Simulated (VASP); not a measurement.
# Li4Nb3FeO12 (P1) in VASP: notebook

Li4Nb3FeO12 is run at these levels: PBEsol+U; tasks: single point.

All numbers are computed with VASP 6.6.1; they aren't measurements. Logs are shortened: lines on timing, memory, paths and dates and some standing lists are left out, and cuts for length are marked.

### Step 1. The cell of the first run

The typed cell holds 20 atoms: a = 10.994 Å, b = 5.497 Å, c = 5.497 Å, α = 55.88°, β = 55.88°, γ = 55.88°.

### Step 2. Single point, PBEsol+U, collinear spin

INCAR reads:

```
SYSTEM = Li4Nb3FeO12
PREC = Accurate ; ENCUT = 520
EDIFF = 1E-6 ; ISMEAR = 0
SIGMA = 0.05 ; LREAL = Auto
LASPH = .True. ; NELM = 150
ALGO = Normal ; ISIF = 2
LWAVE = .False. ; LCHARG = .True.
ISPIN = 2 ; MAGMOM = 0 0 0 0 2.98 0 0.01 0.01 -0.06 -0.02 -0.01 -0.06 -0.09 0 -0.03 -0.01 -0.01 -0.04 -0.02 -0.04
LORBIT = 11 ; LMAXMIX = 4
LDAU = .True. ; LDAUTYPE = 2
LDAUL = -1 2 -1 -1 ; LDAUU = 0 6 0 0
LDAUJ = 0 0 0 0 ; LDAUPRINT = 1
GGA = PS ; LVHAR = .True.
NBANDS = 86 ; KPAR = 4
```

KPOINTS reads:

```
Automatic mesh
0
Gamma
  2 4 4
  0 0 0
```

POSCAR reads:

```
Li4Nb3FeO12
1.0
    5.1516015000      2.9742785000      9.2460000000
   -2.5758008000      1.4871393000      4.6230000000
    0.0000000000     -2.9742785000      4.6230000000
Li Fe Nb O
4 1 3 12
Direct
    0.1345288461      0.2887421678      0.2946669758
    0.6526673053      0.2697027240      0.2753589414
    0.3854382909      0.7856548798      0.7816133924
    0.8929599017      0.7781423793      0.7810967820
    0.9972103303      0.9976926322      0.9961939019
    0.5008326418      0.9958190093      0.9986100141
    0.2425697887      0.5037020758      0.5061052518
    0.7567926026      0.4954244722      0.4931481108
    0.0539745833      0.3362289600      0.7358956739
    0.5644080411      0.3471632838      0.7155994850
    0.3587598099      0.1235174796      0.3487372769
    0.8688964847      0.1140260608      0.3329832896
    0.1628957520      0.7375226160      0.1221508599
    0.6790272395      0.7197976437      0.1135374178
    0.1071754069      0.8541460929      0.6342251239
    0.6126590053      0.8503347816      0.6127839093
    0.4224607075      0.6190124443      0.2193534704
    0.9282267635      0.6308070978      0.2205128294
    0.3059205144      0.2252757534      0.8536038340
    0.8162359845      0.2145674459      0.8511034596
```

Potentials or basis: VASP PAW PBE potentials, release 64 (Li_sv, Fe, Nb_sv, O).

Started as:

```console
> cat potpaw_PBE.64/Li_sv/POTCAR potpaw_PBE.64/Fe/POTCAR potpaw_PBE.64/Nb_sv/POTCAR potpaw_PBE.64/O/POTCAR > POTCAR
> mpirun -np 4 vasp_std > vasp.out
```

OUTCAR:

```text
SYSTEM = Li4Nb3FeO12
   PREC = Accurate
   ENCUT = 520
   EDIFF = 1E-6
   ISMEAR = 0
   LREAL = Auto
   LASPH = .True.
   NELM = 150
   ISIF = 2
   ISPIN = 2
   LORBIT = 11
   GGA = PS

 ion  position               nearest neighbor table
   1  0.135  0.289  0.295-  18 2.06  15 2.11  19 2.15   9 2.19  13 2.23  11 2.24
   2  0.653  0.270  0.275-  20 2.06  16 2.09  12 2.18  17 2.22  10 2.24  14 2.25
   3  0.385  0.786  0.782-  11 2.10  13 2.14  10 2.16  17 2.24  19 2.25
   4  0.893  0.778  0.781-  14 2.08   9 2.11  12 2.15  15 2.23  20 2.24  18 2.27
   5  0.997  0.998  0.996-  12 1.79   9 1.79  13 1.80  15 2.01  18 2.01  20 2.02
   6  0.501  0.996  0.999-  14 1.88  11 1.88  10 1.89  17 2.12  16 2.13  19 2.14
   7  0.243  0.504  0.506-  19 1.87  15 1.88  17 1.89  11 2.13   9 2.15  13 2.15
   8  0.757  0.495  0.493-  18 1.87  16 1.88  20 1.89  14 2.13  10 2.13  12 2.16
   9  0.054  0.336  0.736-   5 1.79   4 2.11   7 2.15   1 2.19
  10  0.564  0.347  0.716-   6 1.89   8 2.13   3 2.16   2 2.24
  11  0.359  0.124  0.349-   6 1.88   3 2.10   7 2.13   1 2.24
  12  0.869  0.114  0.333-   5 1.79   4 2.15   8 2.16   2 2.18
  13  0.163  0.738  0.122-   5 1.80   3 2.14   7 2.15   1 2.23
  14  0.679  0.720  0.114-   6 1.88   4 2.08   8 2.13   2 2.25
  15  0.107  0.854  0.634-   7 1.88   5 2.01   1 2.11   4 2.23
  16  0.613  0.850  0.613-   8 1.88   2 2.09   6 2.13
  17  0.422  0.619  0.219-   7 1.89   6 2.12   2 2.22   3 2.24
  18  0.928  0.631  0.221-   8 1.87   5 2.01   1 2.06   4 2.27
  19  0.306  0.225  0.854-   7 1.87   6 2.14   1 2.15   3 2.25
  20  0.816  0.215  0.851-   8 1.89   5 2.02   2 2.06   4 2.24

  LATTYP: Found a base centered monoclinic cell.
 ALAT       =     9.7126128699
 B/A-ratio  =     0.5304032623
 C/A-ratio  =     0.9186853905
 COS(beta)  =    -0.3062284648

  Lattice vectors:

 A1 = (  -2.5758008000,   1.4871393000,   4.6230000000)
 A2 = (   0.0000000000,  -2.9742785000,   4.6230000000)
 A3 = (   7.7274023000,   4.4614177000,   0.0000000000)

Analysis of symmetry for initial positions (statically):
=====================================================================
 Subroutine PRICEL returns:
 Original cell was already a primitive cell.

 Routine SETGRP: Setting up the symmetry group for a
 base centered monoclinic supercell.

 Subroutine GETGRP returns: Found  1 space group operations
 (whereof  1 operations were pure point group operations)
 out of a pool of  4 trial point group operations.

The static configuration has the point symmetry C_1 .

Analysis of symmetry for dynamics (positions and initial velocities):
=====================================================================
 Subroutine PRICEL returns:
 Original cell was already a primitive cell.

 Routine SETGRP: Setting up the symmetry group for a
 base centered monoclinic supercell.

 Subroutine GETGRP returns: Found  1 space group operations
 (whereof  1 operations were pure point group operations)
 out of a pool of  4 trial point group operations.

The dynamic configuration has the point symmetry C_1 .

Analysis of structural, dynamic, and magnetic symmetry:
=====================================================================
 Subroutine PRICEL returns:
 Original cell was already a primitive cell.

 Routine SETGRP: Setting up the symmetry group for a
 base centered monoclinic supercell.

 Subroutine GETGRP returns: Found  1 space group operations
 (whereof  1 operations were pure point group operations)
 out of a pool of  4 trial point group operations.

The overall configuration has the point symmetry C_1 .

 Subroutine INISYM returns: Found  1 space group operations
 (whereof  1 operations are pure point group operations),
 and found     1 'primitive' translations

----------------------------------------------------------------------------------------

                                     Primitive cell

  volume of cell :     212.5049

  direct lattice vectors                    reciprocal lattice vectors
[... 170 lines left out ...]
   LEPSILON=     F    determine dielectric tensor
   LRPA    =     F    only Hartree local field effects (RPA)
 spin polarized calculation
 Gauss-broadening in eV      SIGMA  =   0.05
  energy-cutoff  :      520.00
  volume of cell :      212.50
 maximum number of plane-waves:      5742
 NGX is ok and might be reduce to    84
   NGX = 41   NGY = 21   NGZ = 21

atom =   5  type =  2  l = 2

 onsite density matrix

spin component  1

  0.9474  0.0593 -0.0003  0.0538  0.0031
  0.0593  0.8969 -0.0007  0.0001  0.0489
 -0.0003 -0.0007  1.0071  0.0012  0.0011
  0.0538  0.0001  0.0012  0.8947 -0.0627
  0.0031  0.0489  0.0011 -0.0627  0.9509

spin component  2

  0.2550 -0.1091  0.0019 -0.0730 -0.0013
 -0.1091  0.3141 -0.0018 -0.0005 -0.0698
  0.0019 -0.0018  0.1614  0.0007  0.0018
 -0.0730 -0.0005  0.0007  0.3154  0.1059
 -0.0013 -0.0698  0.0018  0.1059  0.2520

 occupancies and eigenvectors

  o =  0.1498  v =  0.0000  0.0000  0.0000  0.0000  0.0000  0.7675  0.5682 -0.0724  0.2526  0.1378      0.0000  0.0000  0.0000  0.0000  0.0000  0.0000  0.0000  0.0000  0.0000  0.0000
  o =  0.1531  v =  0.0000  0.0000  0.0000  0.0000  0.0000 -0.1358  0.2420 -0.0387 -0.5659  0.7754      0.0000  0.0000  0.0000  0.0000  0.0000  0.0000  0.0000  0.0000  0.0000  0.0000
  o =  0.1615  v =  0.0000  0.0000  0.0000  0.0000  0.0000  0.0455  0.0601  0.9965 -0.0064  0.0343      0.0000  0.0000  0.0000  0.0000  0.0000  0.0000  0.0000  0.0000  0.0000  0.0000
  o =  0.4142  v =  0.0000  0.0000  0.0000  0.0000  0.0000  0.1454 -0.5781  0.0111  0.5360  0.5976      0.0000  0.0000  0.0000  0.0000  0.0000  0.0000  0.0000  0.0000  0.0000  0.0000
  o =  0.4194  v =  0.0000  0.0000  0.0000  0.0000  0.0000 -0.6077  0.5298 -0.0056  0.5732  0.1463      0.0000  0.0000  0.0000  0.0000  0.0000  0.0000  0.0000  0.0000  0.0000  0.0000
  o =  0.8337  v =  0.4508 -0.1229  0.0078 -0.7951 -0.3865  0.0000  0.0000  0.0000  0.0000  0.0000      0.0000  0.0000  0.0000  0.0000  0.0000  0.0000  0.0000  0.0000  0.0000  0.0000
  o =  0.8429  v = -0.3791  0.8084  0.0065 -0.1302 -0.4311  0.0000  0.0000  0.0000  0.0000  0.0000      0.0000  0.0000  0.0000  0.0000  0.0000  0.0000  0.0000  0.0000  0.0000  0.0000
  o =  1.0057  v =  0.7873  0.5171  0.0270  0.2715  0.1958  0.0000  0.0000  0.0000  0.0000  0.0000      0.0000  0.0000  0.0000  0.0000  0.0000  0.0000  0.0000  0.0000  0.0000  0.0000
  o =  1.0071  v = -0.0258  0.0836 -0.9648 -0.1374  0.2064  0.0000  0.0000  0.0000  0.0000  0.0000      0.0000  0.0000  0.0000  0.0000  0.0000  0.0000  0.0000  0.0000  0.0000  0.0000
  o =  1.0075  v =  0.1806 -0.2388 -0.2613  0.5082 -0.7641  0.0000  0.0000  0.0000  0.0000  0.0000      0.0000  0.0000  0.0000  0.0000  0.0000  0.0000  0.0000  0.0000  0.0000  0.0000

 number of electron     131.0000009 magnetization       2.9998424

 Free energy of the ion-electron system (eV)
  ---------------------------------------------------
  ext. energy  EPLUGINS =         0.00000000
  ---------------------------------------------------
  free energy    TOTEN  =      -153.34725373 eV

  energy without entropy =     -153.34725373  energy(sigma->0) =     -153.34725373

 E-fermi :   3.1637     XC(G=0): -10.8910

 val. band max:        2.8991127332   @ k =   0.0000   0.0000   0.0000
 cond. band min:       3.3853242947   @ k =   0.5000   0.5000   0.0000
 fundamental gap:      0.4862115615
 Fermi energy:         3.1636954241

 spin component 1

 k-point     1 :       0.0000    0.0000    0.0000
  band No.  band energies     occupation
      1     -51.4128      1.00000
      2     -51.3881      1.00000
      3     -51.3732      1.00000
      4     -39.4616      1.00000
      5     -39.2364      1.00000
      6     -39.2267      1.00000
[... 1589 lines left out ...]
     76       7.5347      0.00000
     77       7.6929      0.00000
 Fermi energy:         3.1636954241

 spin component 2

 k-point     1 :       0.0000    0.0000    0.0000
  band No.  band energies     occupation
      1     -51.4084      1.00000
      2     -51.3708      1.00000
      3     -51.3551      1.00000
      4     -39.4617      1.00000
      5     -39.2336      1.00000
      6     -39.2251      1.00000
[... 1589 lines left out ...]
     76       7.6716      0.00000
     77       7.7175      0.00000
 [bands above 77 left out]

------------------------ aborting loop because EDIFF is reached ----------------------------------------

  FORCE on cell =-STRESS in cart. coord.  units (eV):
  Direction    XX          YY          ZZ          XY          YZ          ZX
  --------------------------------------------------------------------------------------
  -------------------------------------------------------------------------------------
  Total       -5.7183500     -6.2075106     -6.9446941     -0.1251357     -0.0677511      0.1114818
  in kB      -43.1133991    -46.8014172    -52.3593993     -0.9434585     -0.5108086      0.8405149
  external PRESSURE =     -47.4247385 kB  Pullay stress =       0.0000000 kB

 VOLUME and BASIS-vectors are now :
 -----------------------------------------------------------------------------
  energy-cutoff  :      520.00
  volume of cell :      212.50
      direct lattice vectors                 reciprocal lattice vectors
     5.151601500  2.974278500  9.246000000     0.097057196  0.056035999  0.036051626
    -2.575800800  1.487139300  4.623000000    -0.194114390  0.112071996  0.072103251
     0.000000000 -2.974278500  4.623000000    -0.000000002 -0.224143994  0.072103253

 POSITION                                       TOTAL-FORCE (eV/Angst)
 -----------------------------------------------------------------------------------
     -0.05070     -0.04690      3.94095        -0.011430     -0.016809     -0.010984
      2.66758      1.52331      8.55438         0.017449      0.014973      0.001671
     -0.03807     -0.00996     10.80924        -0.004743      0.001147      0.007902
      2.59583      1.48992     15.46467         0.020826      0.011730      0.008278
      2.56737      1.48673     18.43794        -0.042622     -0.010998     -0.501771
      0.01506      0.00039     13.85094         0.093541     -0.030935     -0.075494
[... 12 lines left out ...]
      0.99572     -1.29395      7.81620         0.061190     -0.022205      0.058135
      3.65224      0.21539     12.47351        -0.154826      0.021957     -0.173206
 -----------------------------------------------------------------------------------
    total drift:                               -0.006327      0.001499     -0.009077

  FREE ENERGIE OF THE ION-ELECTRON SYSTEM (eV)
  ---------------------------------------------------
  free  energy   TOTEN  =      -153.3472537274 eV

  energy  without entropy=     -153.3472537273  energy(sigma->0) =     -153.34725373

 total charge

# of ion       s       p       d       tot
------------------------------------------
    1        2.013   0.048   0.000   2.060
    2        2.012   0.047   0.000   2.060
    3        2.010   0.044   0.000   2.054
    4        2.012   0.047   0.000   2.059
    5        0.482   0.784   5.960   7.225
    6        2.218   6.141   2.107  10.466
[... 12 lines left out ...]
   19        1.568   3.474   0.000   5.042
   20        1.569   3.440   0.000   5.009
--------------------------------------------------
tot         33.986  60.754  12.308 107.048

 magnetization (x)

# of ion       s       p       d       tot
------------------------------------------
    1        0.001   0.001   0.000   0.001
    2        0.000   0.000   0.000   0.001
    3       -0.000   0.000   0.000   0.000
    4        0.000   0.001   0.000   0.001
    5        0.017   0.020   3.395   3.432
    6        0.000  -0.000   0.006   0.006
[... 12 lines left out ...]
   19       -0.000  -0.022   0.000  -0.022
   20        0.002  -0.036   0.000  -0.035
--------------------------------------------------
tot          0.030  -0.453   3.457   3.034
```

It took 9.1 min on 4 MPI ranks of Intel Xeon Platinum 8488C (Sapphire Rapids), shared host; peak memory 0.8 GiB.

Results:

* Free energy: -153.3473 eV
* Largest force: 0.642 eV/Å
* Band gap on the k mesh: 0.49 eV (least direct gap 0.53 eV)
* Net moment: 3.00 μB per cell
* Site moments: Li +0.00; Fe +3.43; Nb +0.01, +0.03 (each value once); O -0.08, -0.02, -0.11, -0.00, -0.03, -0.04 (each value once) μB
* Valence electrons inside the program's atomic spheres: Li 2.06, 2.05 (each value once); Fe 7.22; Nb 10.47; O 4.97, 5.04, 4.96, 5.05, 5.01 (each value once)

Forces in eV/Å, atoms in the order of the input:
```
Li  -0.011 -0.017 -0.011
Li   0.017  0.015  0.002
Li  -0.005  0.001  0.008
Li   0.021  0.012  0.008
Fe  -0.043 -0.011 -0.502
Nb   0.094 -0.031 -0.075
Nb  -0.168 -0.132  0.006
Nb   0.168  0.112  0.064
O   -0.185  0.544  0.286
O    0.006  0.048  0.006
O   -0.019  0.038  0.005
O   -0.333 -0.391  0.289
O    0.515 -0.177  0.304
O   -0.076 -0.008 -0.027
O    0.135  0.129 -0.162
O   -0.089 -0.042  0.041
O    0.009  0.078  0.040
O    0.057 -0.167 -0.167
O    0.061 -0.022  0.058
O   -0.155  0.022 -0.173
```

Eigenvalues of the final occupation matrices:
| site | spin | trace | eigenvalues |
| --- | --- | --- | --- |
| site 5 d | 1 | 4.70 | 0.83 0.84 1.01 1.01 1.01 |
| site 5 d | 2 | 1.30 | 0.15 0.15 0.16 0.41 0.42 |

Caveat: the cutoff is under 1.25 times the usual one of these potentials, so pressure, stress and relaxed cells hold a basis-set (Pulay) error; the PAW data sets were made with another functional, which shifts forces and pressure a little; a cell with one magnetic atom can't hold antiferromagnetic order, which such compounds often take. A k mesh can miss the band edges.

### Step 3. Single point, PBEsol+U, collinear spin, ferromagnetic start

INCAR reads:

```
PREC = Accurate ; ENCUT = 520
EDIFF = 1E-6 ; ISMEAR = 0
SIGMA = 0.05 ; LREAL = Auto
LASPH = T ; NELM = 150
ALGO = Normal ; ISIF = 2
LWAVE = F ; LCHARG = F
ISPIN = 2 ; MAGMOM = 0 0 0 0 3 0 0 0 0 0 0 0 0 0 0 0 0 0 0 0
LORBIT = 11 ; LMAXMIX = 4
LDAU = T ; LDAUTYPE = 2
LDAUL = -1 2 -1 -1 ; LDAUU = 0 6 0 0
LDAUJ = 0 0 0 0 ; LDAUPRINT = 1
GGA = PS ; NBANDS = 86
KPAR = 4
```

KPOINTS reads:

```
Automatic mesh
0
Gamma
  2 4 4
```

POSCAR is that of step 2.

Potentials or basis: VASP PAW PBE potentials, release 64 (Li_sv, Fe, Nb_sv, O).

Started as:

```console
> cat potpaw_PBE.64/Li_sv/POTCAR potpaw_PBE.64/Fe/POTCAR potpaw_PBE.64/Nb_sv/POTCAR potpaw_PBE.64/O/POTCAR > POTCAR
> mpirun -np 4 vasp_std > vasp.out
```

Run time: 25 min. Hardware: 4 MPI ranks of Oxide Virtual Turin-like, shared host; peak memory 0.81 GiB.

Results (log left out):

```
Free energy                                           : -153.3473 eV
Largest force                                         : 0.642 eV/Å
Band gap on the k mesh                                : 0.49 eV (least direct gap 0.53 eV)
Net moment                                            : 3.00 μB per cell
Site moments                                          : Li +0.00; Fe +3.43; Nb +0.01, +0.03 (each value once); O -0.08, -0.02, -0.11, -0.00, -0.03, -0.04 (each value once) μB
Valence electrons inside the program's atomic spheres : Li 2.06, 2.05 (each value once); Fe 7.22; Nb 10.47; O 4.97, 5.04, 4.96, 5.05, 5.01 (each value once)
```

Forces on the atoms (eV/Å):
```
Li  -0.011 -0.017 -0.011
Li   0.017  0.015  0.002
Li  -0.005  0.001  0.008
Li   0.021  0.012  0.008
Fe  -0.043 -0.011 -0.502
Nb   0.094 -0.031 -0.075
Nb  -0.168 -0.132  0.006
Nb   0.168  0.112  0.064
O   -0.185  0.544  0.286
O    0.006  0.048  0.006
O   -0.019  0.038  0.005
O   -0.333 -0.391  0.289
O    0.515 -0.177  0.304
O   -0.076 -0.008 -0.027
O    0.135  0.129 -0.162
O   -0.089 -0.042  0.041
O    0.009  0.078  0.040
O    0.057 -0.167 -0.167
O    0.061 -0.022  0.058
O   -0.155  0.022 -0.173
```

Levels at points of the mesh, in eV from the valence-band top:
Spin up:
```csv
k point,band 63,band 64,band 65,band 66,band 67,band 68,band 69,band 70,band 71,band 72
"(0.00, 0.00, 0.00)",-0.28,-0.27,-0.26,-0.04,0.00,0.70,0.75,3.51,3.56,3.69
"(0.50, 0.00, 0.00)",-0.37,-0.24,-0.19,-0.16,-0.10,0.64,0.72,3.51,3.62,3.83
"(0.00, 0.50, 0.00)",-0.41,-0.31,-0.25,-0.23,-0.13,0.59,0.73,3.50,3.88,4.09
"(0.00, 0.00, 0.50)",-0.40,-0.32,-0.29,-0.26,-0.12,0.51,0.77,3.55,3.77,4.07
"(0.50, 0.50, 0.00)",-0.50,-0.34,-0.26,-0.23,-0.05,0.49,0.79,3.59,3.93,4.09
"(0.50, 0.00, 0.50)",-0.47,-0.42,-0.25,-0.19,-0.06,0.50,0.83,3.59,3.77,4.04
"(0.00, 0.50, 0.50)",-0.49,-0.45,-0.32,-0.30,-0.17,0.67,0.86,3.66,4.09,4.34
"(0.50, 0.50, 0.50)",-0.54,-0.49,-0.39,-0.29,-0.07,0.77,0.90,3.69,4.15,4.39
```
Spin down:
```
           k point  band 62  band 63  band 64  band 65  band 66  band 67
(0.00, 0.00, 0.00)    -0.28    -0.05    -0.04     2.55     2.57     2.76
(0.50, 0.00, 0.00)    -0.20    -0.14    -0.11     2.54     2.60     2.69
(0.00, 0.50, 0.00)    -0.35    -0.27    -0.15     2.59     2.84     2.93
(0.00, 0.00, 0.50)    -0.43    -0.28    -0.13     2.61     2.80     2.91
(0.50, 0.50, 0.00)    -0.45    -0.33    -0.08     2.51     2.67     2.92
(0.50, 0.00, 0.50)    -0.35    -0.32    -0.07     2.54     2.65     2.94
(0.00, 0.50, 0.50)    -0.40    -0.35    -0.20     2.63     2.97     3.02
(0.50, 0.50, 0.50)    -0.54    -0.39    -0.13     2.71     3.01     3.04
```

Eigenvalues of the final occupation matrices:
```tsv
site	spin	trace	eigenvalues
site 5 d	1	4.70	0.83 0.84 1.01 1.01 1.01
site 5 d	2	1.30	0.15 0.15 0.16 0.41 0.42
```

Caveat: the cutoff is under 1.25 times the usual one of these potentials, so pressure, stress and relaxed cells hold a basis-set (Pulay) error; the PAW data sets were made with another functional, which shifts forces and pressure a little; a cell with one magnetic atom can't hold antiferromagnetic order, which such compounds often take.
